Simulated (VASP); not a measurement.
# BaS (P6_3/mmc) in VASP: settings compared

Aim: see how the results for BaS move with the level of theory and the settings. Levels: LDA, PBEsol. Tasks: single point.

Everything below comes from runs of VASP 6.6.1. Logs are shortened: lines on timing, memory, paths and dates and some standing lists are left out, and cuts for length are marked.

**1. The cell of the first run**

The structure is hexagonal, space group P6_3/mmc (No. 194). Conventional cell: a = 4.334 Å, b = 4.334 Å, c = 7.604 Å, α = 90.00°, β = 90.00°, γ = 120.00°. Ba (site symmetry -3m) has 6 S at 3.14 Å and 2 Ba at 3.80 Å within 4.1 Å. S (site symmetry -6m2) has 6 Ba at 3.14 Å within 4.1 Å.

**2. Single point, LDA**

The input, INCAR:

```
SYSTEM = BaS
PREC     = Accurate       ! precision mode
ENCUT    = 520            ! plane-wave cutoff, eV
EDIFF    = 1E-6           ! SCF threshold, eV
ISMEAR   = -1             ! smearing method
SIGMA    = 0.02           ! smearing width, eV
LREAL    = .False.        ! projectors in reciprocal space
LASPH    = .True.         ! aspherical terms in the spheres
NELM     = 80             ! most SCF steps
ALGO     = Normal         ! electronic algorithm
ISIF     = 2              ! what is computed and relaxed
LWAVE    = .False.        ! write WAVECAR
LCHARG   = .False.        ! write CHGCAR
GGA      = CA             ! functional
NBANDS   = 24             ! bands
```

The input, KPOINTS:

```
Automatic mesh
0
Gamma
  6 6 4
  0 0 0
```

The input, POSCAR:

```
BaS
1.0
    4.3339722007      0.0000000000      0.0000000000
   -2.1669861004      3.7533300251      0.0000000000
    0.0000000000      0.0000000000      7.6040615517
Ba S
2 2
Direct
    0.0000000000      0.0000000000      0.0000000000
    0.0000000000      0.0000000000      0.5000000000
    0.3333333333      0.6666666667      0.2500000000
    0.6666666667      0.3333333333      0.7500000000
```

Potentials or basis: VASP PAW LDA potentials, release 64 (Ba_sv, S).

The run is started by

```bash
$ cat potpaw_LDA.64/Ba_sv/POTCAR potpaw_LDA.64/S/POTCAR > POTCAR
$ mpirun -np 1 vasp_std > vasp.out
```

OUTCAR:

```text
SYSTEM = BaS
   PREC = Accurate
   ENCUT = 520
   EDIFF = 1E-6
   ISMEAR = -1
   LREAL = .False.
   LASPH = .True.
   NELM = 80
   ISIF = 2
   GGA = CA

 ion  position               nearest neighbor table
   1  0.000  0.000  0.000-   3 3.14   4 3.14   4 3.14   3 3.14   4 3.14   3 3.14   2 3.80   2 3.80

   2  0.000  0.000  0.500-   3 3.14   4 3.14   4 3.14   3 3.14   4 3.14   3 3.14   1 3.80   1 3.80

   3  0.333  0.667  0.250-   1 3.14   2 3.14   1 3.14   2 3.14   1 3.14   2 3.14
   4  0.667  0.333  0.750-   1 3.14   2 3.14   1 3.14   2 3.14   1 3.14   2 3.14

  LATTYP: Found a hexagonal cell.
 ALAT       =     4.3339722007
 C/A-ratio  =     1.7545247638

  Lattice vectors:

 A1 = (   4.3339722007,   0.0000000000,   0.0000000000)
 A2 = (  -2.1669861004,   3.7533300251,   0.0000000000)
 A3 = (   0.0000000000,   0.0000000000,   7.6040615517)

Analysis of symmetry for initial positions (statically):
=====================================================================
 Subroutine PRICEL returns:
 Original cell was already a primitive cell.

 Routine SETGRP: Setting up the symmetry group for a
 hexagonal supercell.

 Subroutine GETGRP returns: Found 24 space group operations
 (whereof 12 operations were pure point group operations)
 out of a pool of 24 trial point group operations.

The static configuration has the point symmetry D_3d.
 The point group associated with its full space group is D_6h.

Analysis of symmetry for dynamics (positions and initial velocities):
=====================================================================
 Subroutine PRICEL returns:
 Original cell was already a primitive cell.

 Routine SETGRP: Setting up the symmetry group for a
 hexagonal supercell.

 Subroutine GETGRP returns: Found 24 space group operations
 (whereof 12 operations were pure point group operations)
 out of a pool of 24 trial point group operations.

The dynamic configuration has the point symmetry D_3d.
 The point group associated with its full space group is D_6h.

 Subroutine INISYM returns: Found 24 space group operations
 (whereof 12 operations are pure point group operations),
 and found     1 'primitive' translations

----------------------------------------------------------------------------------------

                                     Primitive cell

  volume of cell :     123.6940

  direct lattice vectors                    reciprocal lattice vectors
     4.333972201  0.000000000  0.000000000     0.230735213  0.133215037  0.000000000
    -2.166986100  3.753330025  0.000000000     0.000000000  0.266430075  0.000000000
     0.000000000  0.000000000  7.604061552     0.000000000  0.000000000  0.131508667

  length of vectors
     4.333972201  4.333972201  7.604061552     0.266430075  0.266430075  0.131508667

  position of ions in fractional coordinates (direct lattice)
     0.000000000  0.000000000  0.000000000
     0.000000000  0.000000000  0.500000000
     0.333333333  0.666666667  0.250000000
     0.666666667  0.333333333  0.750000000

  ion indices of the primitive-cell ions
   primitive index   ion index
                 1           1
                 2           2
                 3           3
                 4           4

----------------------------------------------------------------------------------------

 KPOINTS: Automatic mesh

Automatic generation of k-mesh.
 Grid dimensions read from file:
 generate k-points for:    6    6    4

 Generating k-lattice:

  Cartesian coordinates                     Fractional coordinates (reciprocal lattice)
     0.038455869  0.022202506  0.000000000     0.166666667  0.000000000  0.000000000
     0.000000000  0.044405012  0.000000000     0.000000000  0.166666667  0.000000000
     0.000000000  0.000000000  0.032877167     0.000000000  0.000000000  0.250000000

  Length of vectors
     0.044405012  0.044405012  0.032877167

  Shift w.r.t. Gamma in fractional coordinates (k-lattice)
     0.000000000  0.000000000  0.000000000

 Subroutine IBZKPT returns following result:
 ===========================================

 Found     21 irreducible k-points:

 Following reciprocal coordinates:
            Coordinates               Weight
  0.000000  0.000000  0.000000      1.000000
  0.166667  0.000000  0.000000      6.000000
  0.333333  0.000000  0.000000      6.000000
  0.500000  0.000000  0.000000      3.000000
  0.166667  0.166667  0.000000      6.000000
  0.333333  0.166667  0.000000     12.000000
[... 13 lines left out ...]
  0.333333  0.166667  0.500000     12.000000
  0.333333  0.333333  0.500000      2.000000
   k-points           NKPTS =     21   k-points in BZ     NKDIM =     21   number of bands    NBANDS=     24
   number of dos      NEDOS =    301   number of ions     NIONS =      4
   total plane-waves  NPLWV =  61440
   dimension x,y,z NGX =    32 NGY =   32 NGZ =   60
   dimension x,y,z NGXF=    64 NGYF=   64 NGZF=  120
   ions per type =               2   2
   NGX,Y,Z   is equivalent  to a cutoff of  12.27, 12.27, 13.12 a.u.
   NGXF,Y,Z  is equivalent  to a cutoff of  24.55, 24.55, 26.24 a.u.
 SYSTEM =  BaS
   PREC   = accura    normal or accurate (medium, high low for compatibility)
   ISTART =      0    job   : 0-new  1-cont  2-samecut
   ICHARG =      2    charge: 1-file 2-atom 10-const
   ISPIN  =      1    spin polarized calculation?
   LNONCOLLINEAR =      F non collinear calculations
   LSORBIT =      F    spin-orbit coupling
   LASPH  =      T    aspherical Exc in radial PAW
   ENCUT  =  520.0 eV  38.22 Ry    6.18 a.u.   8.06  8.06 14.14*2*pi/ulx,y,z
   NELM   =     80;   NELMIN=  2; NELMDL= -5     # of ELM steps
   EDIFF  = 0.1E-05   stopping-criterion for ELM
   LREAL  =      F    real-space projection
   EDIFFG = 0.1E-04   stopping-criterion for IOM
   NSW    =      0    number of steps for IOM
   IBRION =     -1    ionic relax: 0-MD 1-quasi-New 2-CG
   NFREE  =      0    steps in history (QN), initial steepest desc. (CG)
   ISIF   =      2    stress and relaxation
   ISYM   =      2    0-nonsym 1-usesym 2-fastsym
   POTIM  = 0.5000    time-step for ionic-motion
   TEBEG  =    0.0;   TEEND  =   0.0 temperature during run
   PSTRESS=    0.0 pullay stress
   NELECT =      32.0000    total number of electrons
   NUPDOWN=      -1.0000    fix difference up-down
   EMIN   =  10.00;   EMAX   =-10.00  energy-range for DOS
   EFERMI =   0.00;   METHOD = LEGACY
   ISMEAR =    -1;   SIGMA  =   0.02  broadening in eV -4-tet -1-fermi 0-gaus
   EFERMI_NEDOS =   21; number of points for ismear=-14 and -15
   IALGO  =     38    algorithm
   IMIX   =      4    mixing-type and parameters
     AMIX     =   0.40;   BMIX     =  1.00
     AMIX_MAG =   1.60;   BMIX_MAG =  1.00
  volume/ion in A,a.u.               =      30.92       208.68
  Fermi-wavevector in a.u.,A,eV,Ry     =   1.043139  1.971246 14.805016  1.088138
  Thomas-Fermi vector in A             =   2.177835
   LORBIT       =      0    0 simple, 1 ext, 2 COOP (PROOUT), +10 PAW based schemes
   GGA     = CA    functional components
   LHFCALC =     F    Hartree Fock is set to
   AEXX    =    0.0000 exact exchange contribution
   IVDW    =     0    specifies the selected vdW correction
   LEPSILON=     F    determine dielectric tensor
   LRPA    =     F    only Hartree local field effects (RPA)
 non-spin polarized calculation
  energy-cutoff  :      520.00
  volume of cell :      123.69
 maximum number of plane-waves:      3344
   NGX = 17   NGY = 17   NGZ = 29

 number of electron      31.9999998 magnetization

 Free energy of the ion-electron system (eV)
  ---------------------------------------------------
  ext. energy  EPLUGINS =         0.00000000
  ---------------------------------------------------
  free energy    TOTEN  =       -21.92215227 eV

  energy without entropy =      -21.92215227  energy(sigma->0) =      -21.92215227

 E-fermi :   2.1362     XC(G=0):  -9.1936

 val. band max:        1.6315816179   @ k =   0.0000   0.0000   0.0000
 cond. band min:       3.6600778491   @ k =   0.5000   0.0000   0.0000
 fundamental gap:      2.0284962313
 Fermi energy:         2.1362264583

 k-point     1 :       0.0000    0.0000    0.0000
  band No.  band energies     occupation
      1     -24.5267      2.00000
      2     -24.4184      2.00000
      3     -11.1506      2.00000
      4      -9.5901      2.00000
      5      -9.5901      2.00000
      6      -9.4391      2.00000
[... 16 lines left out ...]
     23       7.1213      0.00000
     24       8.1308      0.00000

 k-point     2 :       0.1667    0.0000    0.0000
  band No.  band energies     occupation
      1     -24.5134      2.00000
      2     -24.4072      2.00000
      3     -11.0223      2.00000
      4     -10.0762      2.00000
      5      -9.6300      2.00000
      6      -9.5945      2.00000
[... 16 lines left out ...]
     23       7.9271      0.00000
     24       8.4240      0.00000

 k-point     3 :       0.3333    0.0000    0.0000
  band No.  band energies     occupation
      1     -24.4868      2.00000
      2     -24.3847      2.00000
      3     -10.8006      2.00000
      4     -10.4917      2.00000
      5      -9.8824      2.00000
      6      -9.7077      2.00000
[... 16 lines left out ...]
     23       8.2504      0.00000
     24       8.4162      0.00000
[... 433 lines left out ...]
 k-point    20 :       0.3333    0.1667    0.5000
  band No.  band energies     occupation
      1     -24.4239      2.00000
      2     -24.4239      2.00000
      3     -10.4726      2.00000
      4     -10.4726      2.00000
      5      -9.8873      2.00000
      6      -9.8873      2.00000
[... 16 lines left out ...]
     23       8.3134      0.00000
     24       8.3134      0.00000

 k-point    21 :       0.3333    0.3333    0.5000
  band No.  band energies     occupation
      1     -24.4177      2.00000
      2     -24.4177      2.00000
      3     -10.4142      2.00000
      4     -10.4142      2.00000
      5      -9.9545      2.00000
      6      -9.9545      2.00000
[... 16 lines left out ...]
     23       7.9505      0.00000
     24       7.9505      0.00000

------------------------ aborting loop because EDIFF is reached ----------------------------------------

  FORCE on cell =-STRESS in cart. coord.  units (eV):
  Direction    XX          YY          ZZ          XY          YZ          ZX
  --------------------------------------------------------------------------------------
  -------------------------------------------------------------------------------------
  Total        0.6207143      0.6207143      0.7808308     -0.0000000      0.0000000      0.0000000
  in kB        8.0399588      8.0399588     10.1139079     -0.0000000      0.0000000      0.0000000
  external PRESSURE =       8.7312752 kB  Pullay stress =       0.0000000 kB

 VOLUME and BASIS-vectors are now :
 -----------------------------------------------------------------------------
  energy-cutoff  :      520.00
  volume of cell :      123.69
      direct lattice vectors                 reciprocal lattice vectors
     4.333972201  0.000000000  0.000000000     0.230735213  0.133215037  0.000000000
    -2.166986100  3.753330025  0.000000000     0.000000000  0.266430075  0.000000000
     0.000000000  0.000000000  7.604061552     0.000000000  0.000000000  0.131508667

 POSITION                                       TOTAL-FORCE (eV/Angst)
 -----------------------------------------------------------------------------------
      0.00000      0.00000      0.00000        -0.000000      0.000000      0.000000
      0.00000      0.00000      3.80203        -0.000000      0.000000      0.000000
     -0.00000      2.50222      1.90102        -0.000000      0.000000     -0.000000
      2.16699      1.25111      5.70305         0.000000     -0.000000     -0.000000
 -----------------------------------------------------------------------------------
    total drift:                                0.000000     -0.000000      0.000000

  FREE ENERGIE OF THE ION-ELECTRON SYSTEM (eV)
  ---------------------------------------------------
  free  energy   TOTEN  =       -21.9221522657 eV

  energy  without entropy=      -21.9221522657  energy(sigma->0) =      -21.92215227
```

Wall time 51 s (1 thread of Intel Xeon Platinum 8259CL at 2.50GHz (Skylake/Cascade Lake), shared host); peak memory 0.22 GiB.

Results:

```
Free energy            : -21.9222 eV
Pressure               : 0.9 GPa
Band gap on the k mesh : 2.03 eV, indirect (least direct gap 2.04 eV)
```

Levels at points of the mesh, in eV from the valence-band top:
```tsv
k point	band 12	band 13	band 14	band 15	band 16	band 17	band 18	band 19	band 20	band 21
(0.00, 0.00, 0.00)	-1.11	-1.11	-0.15	0.00	0.00	2.04	3.61	3.92	3.92	4.08
(0.50, 0.00, 0.00)	-1.58	-1.25	-0.58	-0.29	-0.12	2.03	3.80	5.54	5.97	6.15
(0.00, 0.00, 0.50)	-1.35	-0.63	-0.63	-0.63	-0.63	3.83	3.83	4.64	4.64	4.64
(0.50, 0.00, 0.50)	-1.46	-0.90	-0.90	-0.72	-0.72	3.16	3.16	5.83	5.83	6.59
```

Caveat: spin-orbit coupling is left out, which moves the levels of the heavy elements. A k mesh can miss the band edges.

**3. Single point, PBEsol**

This run uses another cell than the first one, of 31.86 Å³/atom, 1.030 times its volume.

The input, INCAR:

```
ALGO = Normal
EDIFF = 1E-7
ENCUT = 520
GGA = PS
ISIF = 2
ISMEAR = -1
LASPH = T
LCHARG = T
LELF = T
LREAL = F
LVHAR = T
LWAVE = F
NBANDS = 24
NELM = 60
PREC = Accurate
SIGMA = 0.02
```

The input, KPOINTS:

```
k-points
0
Gamma
  6 6 4
```

The input, POSCAR:

```
BaS
1.0
    4.3755657490      0.0000000000      0.0000000000
   -2.1877828745      3.7893510945      0.0000000000
    0.0000000000      0.0000000000      7.6850140749
Ba S
2 2
Direct
    0.0000000000      0.0000000000      0.0000000000
    0.0000000000      0.0000000000      0.5000000000
    0.3333333333      0.6666666667      0.2500000000
    0.6666666667      0.3333333333      0.7500000000
```

Potentials or basis: VASP PAW PBE potentials, release 64 (Ba_sv, S).

The run is started by

```bash
$ cat potpaw_PBE.64/Ba_sv/POTCAR potpaw_PBE.64/S/POTCAR > POTCAR
$ mpirun -np 1 vasp_std > vasp.out
```

Wall time 81 s (1 thread of Intel Xeon Platinum 8259CL at 2.50GHz (Skylake/Cascade Lake), shared host); peak memory 0.28 GiB.

It converged, with:

- Free energy: -21.0155 eV
- Pressure: 0.8 GPa
- Band gap on the k mesh: 2.15 eV, indirect (least direct gap 2.16 eV)

Stress tensor (GPa, compression positive):
```
0.71 0.00 0.00
0.00 0.71 0.00
0.00 0.00 0.89
```

Levels at points of the mesh, in eV from the valence-band top:
| k point | band 13 | band 14 | band 15 | band 16 | band 17 | band 18 | band 19 | band 20 |
| --- | --- | --- | --- | --- | --- | --- | --- | --- |
| (0.00, 0.00, 0.00) | -1.05 | -0.16 | 0.00 | 0.00 | 2.16 | 3.56 | 3.99 | 3.99 |
| (0.50, 0.00, 0.00) | -1.18 | -0.60 | -0.33 | -0.13 | 2.15 | 3.86 | 5.50 | 5.88 |
| (0.00, 0.00, 0.50) | -0.59 | -0.59 | -0.59 | -0.59 | 3.87 | 3.87 | 4.68 | 4.68 |
| (0.50, 0.00, 0.50) | -0.88 | -0.88 | -0.69 | -0.69 | 3.23 | 3.23 | 5.77 | 5.77 |

Caveat: the PAW data sets were made with another functional, which shifts forces and pressure a little; spin-orbit coupling is left out, which moves the levels of the heavy elements. As with any semilocal functional, this PBEsol gap is likely too small.
